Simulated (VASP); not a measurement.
# InSb (Pmmn) in VASP: further runs

Aim: see how the results for InSb move with the level of theory and the settings. Levels: PBEsol, LDA. Tasks: electric field gradients.

Program: VASP 6.6.1. These are calculated values, not measurements. Logs are shortened: lines on timing, memory, paths and dates and some standing lists are left out, and cuts for length are marked.

### 1 The cell of the first run

It takes space group Pmmn (No. 59, orthorhombic). Conventional cell: a = 5.357 Å, b = 5.712 Å, c = 3.063 Å, α = 90.00°, β = 90.00°, γ = 90.00°. Within 3.8 Å of In (site symmetry mm2) lie 6 Sb at 2.88 to 3.15 Å and 2 In at 3.06 Å. Within 3.8 Å of Sb (site symmetry mm2) lie 6 In at 2.88 to 3.15 Å and 2 Sb at 3.06 Å.

### 2 Electric field gradients, PBEsol

INCAR reads:

```
PREC = Accurate ; ENCUT = 520
EDIFF = 1E-8 ; ISMEAR = -1
SIGMA = 0.05 ; LREAL = F
LASPH = T ; NELM = 80
ALGO = Normal ; ISIF = 2
LWAVE = F ; LCHARG = F
GGA = PS ; LEFG = T
NBANDS = 26
```

KPOINTS reads:

```
Automatic mesh
0
Gamma
  9 8 15
```

POSCAR reads:

```
InSb
1.0
    5.3570000000      0.0000000000      0.0000000000
    0.0000000000      5.7120000000      0.0000000000
    0.0000000000      0.0000000000      3.0630000000
In Sb
2 2
Direct
    0.0000000000      0.0000000000      0.1722389182
    0.5000000000      0.5000000000     -0.1722389182
    0.5000000000      0.0000000000      0.7149606498
    0.0000000000      0.5000000000      0.2850393502
```

Potentials or basis: VASP PAW PBE potentials, release 64 (In_d, Sb).

Started as:

```
$ cat potpaw_PBE.64/In_d/POTCAR potpaw_PBE.64/Sb/POTCAR > POTCAR
$ mpirun -np 1 vasp_std > vasp.out
```

OUTCAR:

```text
PREC = Accurate
   ENCUT = 520
   EDIFF = 1E-8
   ISMEAR = -1
   LREAL = F
   LASPH = T
   NELM = 80
   ISIF = 2
   GGA = PS

 ion  position               nearest neighbor table
   1  0.000  0.000  0.172-   4 2.88   4 2.88   3 3.02   3 3.02   3 3.15   3 3.15
   2  0.500  0.500  0.828-   3 2.88   3 2.88   4 3.02   4 3.02   4 3.15   4 3.15
   3  0.500  0.000  0.715-   2 2.88   2 2.88   1 3.02   1 3.02   1 3.15   1 3.15
   4  0.000  0.500  0.285-   1 2.88   1 2.88   2 3.02   2 3.02   2 3.15   2 3.15

  LATTYP: Found a simple orthorhombic cell.
 ALAT       =     3.0630000000
 B/A-ratio  =     1.7489389487
 C/A-ratio  =     1.8648383937

  Lattice vectors:

 A1 = (   0.0000000000,   0.0000000000,   3.0630000000)
 A2 = (   5.3570000000,   0.0000000000,   0.0000000000)
 A3 = (   0.0000000000,   5.7120000000,   0.0000000000)

Analysis of symmetry for initial positions (statically):
=====================================================================
 Subroutine PRICEL returns:
 Original cell was already a primitive cell.

 Routine SETGRP: Setting up the symmetry group for a
 simple orthorhombic supercell.

 Subroutine GETGRP returns: Found  8 space group operations
 (whereof  4 operations were pure point group operations)
 out of a pool of  8 trial point group operations.

The static configuration has the point symmetry C_2v.
 The point group associated with its full space group is D_2h.

Analysis of symmetry for dynamics (positions and initial velocities):
=====================================================================
 Subroutine PRICEL returns:
 Original cell was already a primitive cell.

 Routine SETGRP: Setting up the symmetry group for a
 simple orthorhombic supercell.

 Subroutine GETGRP returns: Found  8 space group operations
 (whereof  4 operations were pure point group operations)
 out of a pool of  8 trial point group operations.

The dynamic configuration has the point symmetry C_2v.
 The point group associated with its full space group is D_2h.

 Subroutine INISYM returns: Found  8 space group operations
 (whereof  4 operations are pure point group operations),
 and found     1 'primitive' translations

----------------------------------------------------------------------------------------

                                     Primitive cell

  volume of cell :      93.7253

  direct lattice vectors                    reciprocal lattice vectors
     5.357000000  0.000000000  0.000000000     0.186671645  0.000000000  0.000000000
     0.000000000  5.712000000  0.000000000     0.000000000  0.175070028  0.000000000
     0.000000000  0.000000000  3.063000000     0.000000000  0.000000000  0.326477310

  length of vectors
     5.357000000  5.712000000  3.063000000     0.186671645  0.175070028  0.326477310

  position of ions in fractional coordinates (direct lattice)
     0.000000000  0.000000000  0.172238918
     0.500000000  0.500000000  0.827761082
     0.500000000  0.000000000  0.714960650
     0.000000000  0.500000000  0.285039350

  ion indices of the primitive-cell ions
   primitive index   ion index
                 1           1
                 2           2
                 3           3
                 4           4

----------------------------------------------------------------------------------------

 KPOINTS: Automatic mesh

Automatic generation of k-mesh.
 Grid dimensions read from file:
 generate k-points for:    9    8   15

 Generating k-lattice:

  Cartesian coordinates                     Fractional coordinates (reciprocal lattice)
     0.020741294  0.000000000  0.000000000     0.111111111  0.000000000  0.000000000
     0.000000000  0.021883754  0.000000000     0.000000000  0.125000000  0.000000000
     0.000000000  0.000000000  0.021765154     0.000000000  0.000000000  0.066666667

  Length of vectors
     0.020741294  0.021883754  0.021765154

  Shift w.r.t. Gamma in fractional coordinates (k-lattice)
     0.000000000  0.000000000  0.000000000

 Subroutine IBZKPT returns following result:
 ===========================================

 Found    200 irreducible k-points:

 Following reciprocal coordinates:
            Coordinates               Weight
  0.000000  0.000000  0.000000      1.000000
  0.111111  0.000000  0.000000      2.000000
  0.222222  0.000000  0.000000      2.000000
  0.333333  0.000000  0.000000      2.000000
  0.444444  0.000000  0.000000      2.000000
  0.000000  0.125000  0.000000      2.000000
[... 16 lines left out ...]
  0.222222  0.500000  0.000000      2.000000
  0.333333  0.500000  0.000000      2.000000
 [... further k-points ...]
   k-points           NKPTS =    200   k-points in BZ     NKDIM =    200   number of bands    NBANDS=     26
   number of dos      NEDOS =    301   number of ions     NIONS =      4
   total plane-waves  NPLWV =  40320
   dimension x,y,z NGX =    40 NGY =   42 NGZ =   24
   dimension x,y,z NGXF=    80 NGYF=   84 NGZF=   48
   ions per type =               2   2
   NGX,Y,Z   is equivalent  to a cutoff of  12.41, 12.22, 13.03 a.u.
   NGXF,Y,Z  is equivalent  to a cutoff of  24.83, 24.45, 26.05 a.u.
 SYSTEM =  unknown system
   PREC   = accura    normal or accurate (medium, high low for compatibility)
   ISTART =      0    job   : 0-new  1-cont  2-samecut
   ICHARG =      2    charge: 1-file 2-atom 10-const
   ISPIN  =      1    spin polarized calculation?
   LNONCOLLINEAR =      F non collinear calculations
   LSORBIT =      F    spin-orbit coupling
   LASPH  =      T    aspherical Exc in radial PAW
   ENCUT  =  520.0 eV  38.22 Ry    6.18 a.u.   9.96 10.62  5.70*2*pi/ulx,y,z
   NELM   =     80;   NELMIN=  2; NELMDL= -5     # of ELM steps
   EDIFF  = 0.1E-07   stopping-criterion for ELM
   LREAL  =      F    real-space projection
   EDIFFG = 0.1E-06   stopping-criterion for IOM
   NSW    =      0    number of steps for IOM
   IBRION =     -1    ionic relax: 0-MD 1-quasi-New 2-CG
   NFREE  =      0    steps in history (QN), initial steepest desc. (CG)
   ISIF   =      2    stress and relaxation
   ISYM   =      2    0-nonsym 1-usesym 2-fastsym
   POTIM  = 0.5000    time-step for ionic-motion
   TEBEG  =    0.0;   TEEND  =   0.0 temperature during run
   PSTRESS=    0.0 pullay stress
   NELECT =      36.0000    total number of electrons
   NUPDOWN=      -1.0000    fix difference up-down
   EMIN   =  10.00;   EMAX   =-10.00  energy-range for DOS
   EFERMI =   0.00;   METHOD = LEGACY
   ISMEAR =    -1;   SIGMA  =   0.05  broadening in eV -4-tet -1-fermi 0-gaus
   EFERMI_NEDOS =   21; number of points for ismear=-14 and -15
   IALGO  =     38    algorithm
   IMIX   =      4    mixing-type and parameters
     AMIX     =   0.40;   BMIX     =  1.00
     AMIX_MAG =   1.60;   BMIX_MAG =  1.00
  volume/ion in A,a.u.               =      23.43       158.12
  Fermi-wavevector in a.u.,A,eV,Ry     =   1.190027  2.248824 19.268076  1.416164
  Thomas-Fermi vector in A             =   2.326121
   LORBIT       =      0    0 simple, 1 ext, 2 COOP (PROOUT), +10 PAW based schemes
   GGA     = PS    functional components
   LHFCALC =     F    Hartree Fock is set to
   AEXX    =    0.0000 exact exchange contribution
   IVDW    =     0    specifies the selected vdW correction
   LEPSILON=     F    determine dielectric tensor
   LRPA    =     F    only Hartree local field effects (RPA)
 non-spin polarized calculation
  energy-cutoff  :      520.00
  volume of cell :       93.73
 maximum number of plane-waves:      2552
 NGX is ok and might be reduce to    40
   NGX = 19   NGY = 21   NGZ = 11

 number of electron      35.9999994 magnetization

 Free energy of the ion-electron system (eV)
  ---------------------------------------------------
  ext. energy  EPLUGINS =         0.00000000
  ---------------------------------------------------
  free energy    TOTEN  =       -14.79282162 eV

  energy without entropy =      -14.77884280  energy(sigma->0) =      -14.78583221

 E-fermi :   9.4816     XC(G=0): -10.8883

 val. band max:        9.4803825760   @ k =   0.4444   0.1250   0.0000
 cond. band min:       9.4826172496   @ k =   0.4444   0.0000   0.1333
 fundamental gap:      0.0022346737
 Fermi energy:         9.4815781245

 k-point     1 :       0.0000    0.0000    0.0000
  band No.  band energies     occupation
      1      -5.6578      2.00000
      2      -5.6467      2.00000
      3      -5.5780      2.00000
      4      -5.3453      2.00000
      5      -5.3197      2.00000
      6      -5.2213      2.00000
[... 18 lines left out ...]
     25      18.9600      0.00000
     26      19.5787      0.00000

 k-point     2 :       0.1111    0.0000    0.0000
  band No.  band energies     occupation
      1      -5.6542      2.00000
      2      -5.6458      2.00000
      3      -5.5700      2.00000
      4      -5.3424      2.00000
      5      -5.3236      2.00000
      6      -5.2260      2.00000
[... 18 lines left out ...]
     25      18.9287      0.00000
     26      19.2306      0.00000

 k-point     3 :       0.2222    0.0000    0.0000
  band No.  band energies     occupation
      1      -5.6473      2.00000
      2      -5.6437      2.00000
      3      -5.5445      2.00000
      4      -5.3370      2.00000
      5      -5.3338      2.00000
      6      -5.2391      2.00000
[... 18 lines left out ...]
     25      18.3885      0.00000
     26      18.4264      0.00000

 k-point     4 :       0.3333    0.0000    0.0000
  band No.  band energies     occupation
      1      -5.6423      2.00000
      2      -5.6414      2.00000
      3      -5.5024      2.00000
      4      -5.3631      2.00000
      5      -5.3197      2.00000
      6      -5.2581      2.00000
[... 18 lines left out ...]
     25      16.7928      0.00000
     26      17.6679      0.00000
[... 496 lines left out ...]
      1      -5.6297      2.00000
      2      -5.6297      2.00000
      3      -5.4353      2.00000
      4      -5.4353      2.00000
      5      -5.2912      2.00000
      6      -5.2912      2.00000
[... 18 lines left out ...]
     25      17.5659      0.00000
     26      17.5659      0.00000

 k-point    23 :       0.2222    0.5000    0.0000
  band No.  band energies     occupation
      1      -5.6298      2.00000
      2      -5.6298      2.00000
      3      -5.4201      2.00000
      4      -5.4201      2.00000
      5      -5.2934      2.00000
      6      -5.2934      2.00000
[... 18 lines left out ...]
     25      17.3982      0.00000
     26      17.3982      0.00000

 k-point    24 :       0.3333    0.5000    0.0000
  band No.  band energies     occupation
      1      -5.6299      2.00000
      2      -5.6299      2.00000
      3      -5.4029      2.00000
      4      -5.4029      2.00000
      5      -5.2958      2.00000
      6      -5.2958      2.00000
[... 18 lines left out ...]
     25      17.4977      0.00000
     26      17.4977      0.00000

 [... further k-points ...]

------------------------ aborting loop because EDIFF is reached ----------------------------------------

  FORCE on cell =-STRESS in cart. coord.  units (eV):
  Direction    XX          YY          ZZ          XY          YZ          ZX
  --------------------------------------------------------------------------------------
  -------------------------------------------------------------------------------------
  Total        5.1170389      5.9272413      6.0718138      0.0000000      0.0000000      0.0000000
  in kB       87.4726853    101.3226055    103.7939846      0.0000000      0.0000000      0.0000000
  external PRESSURE =      97.5297585 kB  Pullay stress =       0.0000000 kB

 VOLUME and BASIS-vectors are now :
 -----------------------------------------------------------------------------
  energy-cutoff  :      520.00
  volume of cell :       93.73
      direct lattice vectors                 reciprocal lattice vectors
     5.357000000  0.000000000  0.000000000     0.186671645  0.000000000  0.000000000
     0.000000000  5.712000000  0.000000000     0.000000000  0.175070028  0.000000000
     0.000000000  0.000000000  3.063000000     0.000000000  0.000000000  0.326477310

 POSITION                                       TOTAL-FORCE (eV/Angst)
 -----------------------------------------------------------------------------------
      0.00000      0.00000      0.52757         0.000000      0.000000      0.006819
      2.67850      2.85600      2.53543         0.000000      0.000000     -0.006819
      2.67850      0.00000      2.18992         0.000000      0.000000      0.009121
      0.00000      2.85600      0.87308         0.000000      0.000000     -0.009121
 -----------------------------------------------------------------------------------
    total drift:                               -0.000000      0.000000      0.000000

  FREE ENERGIE OF THE ION-ELECTRON SYSTEM (eV)
  ---------------------------------------------------
  free  energy   TOTEN  =       -14.7928216226 eV

  energy  without entropy=      -14.7788427965  energy(sigma->0) =      -14.78583221

 Electric field gradients (V/A^2)
---------------------------------------------------------------------
 ion       V_xx      V_yy      V_zz      V_xy      V_xz      V_yz
---------------------------------------------------------------------
   1      37.769   -55.550    17.782     0.000     0.000     0.000
   2      37.769   -55.550    17.782     0.000     0.000     0.000
   3       0.252  -112.321   112.070    -0.000    -0.000     0.000
   4       0.252  -112.321   112.070    -0.000    -0.000     0.000
---------------------------------------------------------------------

 Electric field gradients after diagonalization (V/A^2)
 (convention: |V_zz| > |V_xx| > |V_yy|)
----------------------------------------------------------------------
 ion       V_xx      V_yy      V_zz     asymmetry (V_yy - V_xx)/ V_zz
----------------------------------------------------------------------
   1      37.769    17.782   -55.550       0.360
   2      37.769    17.782   -55.550       0.360
   3     112.070     0.252  -112.321       0.996
   4     112.070     0.252  -112.321       0.996
----------------------------------------------------------------------

           NMR quadrupolar parameters

 Cq : quadrupolar parameter    Cq=e*Q*V_zz/h
 eta: asymmetry parameters     (V_yy - V_xx)/ V_zz
 Q  : nuclear electric quadrupole moment in mb (millibarn)
----------------------------------------------------------------------
 ion       Cq(MHz)       eta       Q (mb)
----------------------------------------------------------------------
   1      -0.134       0.360       1.000
   2      -0.134       0.360       1.000
   3      -0.272       0.996       1.000
   4      -0.272       0.996       1.000
----------------------------------------------------------------------
```

Run time: 6.8 min. Hardware: 1 thread of Intel Xeon Platinum 8375C at 2.90GHz (Ice Lake), shared host; peak memory 0.51 GiB.

Results:

```yaml
Free_energy: -14.7928 eV
Pressure: 9.8 GPa
Largest_force: 0.009 eV/Å
Band_gap_on_the_k_mesh: zero (band 18 reaches 11.28 eV, above the bottom of band 19 at 7.56 eV)
```

Forces in eV/Å, atoms in the order of the input:
```
In   0.000  0.000  0.007
In   0.000  0.000 -0.007
Sb   0.000  0.000  0.009
Sb   0.000  0.000 -0.009
```

Stress tensor (GPa, compression positive):
```
 8.75  0.00  0.00
 0.00 10.13  0.00
 0.00  0.00 10.38
```

Levels at points of the mesh, in eV from the Fermi level:
```
           k point  band 16  band 17  band 18  band 19  band 20  band 21
(0.00, 0.00, 0.00)    -2.81    -2.77    -2.36     2.93     3.34     5.02
(0.00, 0.50, 0.00)    -4.53    -0.37    -0.37     3.67     3.67     4.29
```

Electric field gradients, principal values (V/Å²):
```csv
atom,least,middle,greatest (by size)
1 In,17.782,37.769,-55.550
2 In,17.782,37.769,-55.550
3 Sb,0.252,112.070,-112.321
4 Sb,0.252,112.070,-112.321
```

Caveat: without QUAD_EFG the Cq values of the log hold for a quadrupole moment of 1 mb, not for the nuclei; the PAW data sets were made with another functional, which shifts forces and pressure a little; spin-orbit coupling is left out, which moves the levels of the heavy elements.

(Continued in part 2 of 2.)
